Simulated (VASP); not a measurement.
A run of VASP 6.6.1:

The input INCAR:

```
ALGO = Normal
EDIFF = 1E-6
ENCUT = 600
GGA = PE
GGA_COMPAT = F
ISIF = 2
ISMEAR = -1
LASPH = T
LCHARG = F
LREAL = F
LWAVE = F
NBANDS = 11
NELM = 120
PREC = Accurate
SIGMA = 0.02
```

Contents of KPOINTS:

```
k-points
0
Gamma
  10 10 10
```

Contents of POSCAR:

```
Be2C
1.0
   -0.0216048564      2.1388807821      2.1388807821
    2.1388807821     -0.0216048564      2.1388807821
    2.1388807821      2.1388807821     -0.0216048564
C Be
1 2
Direct
    0.0000000000      0.0000000000      0.0000000000
    0.2497525428      0.2497525428      0.2497525428
    0.7502474572      0.7502474572      0.7502474572
```

Potentials or basis: VASP PAW PBE potentials, release 64 (C, Be).

Run with:

```sh
$ cat potpaw_PBE.64/C/POTCAR potpaw_PBE.64/Be/POTCAR > POTCAR
$ mpirun -np 1 vasp_std > vasp.out
```

Hardware: 1 thread of Intel Xeon 8259CL, on a shared host.

Estimate the wall time of this run.

Wall time 31 s on 1 thread of Intel Xeon 8259CL, on a shared host, peak memory 0.15 GiB. Counts: scf iterations 12, k points 116.
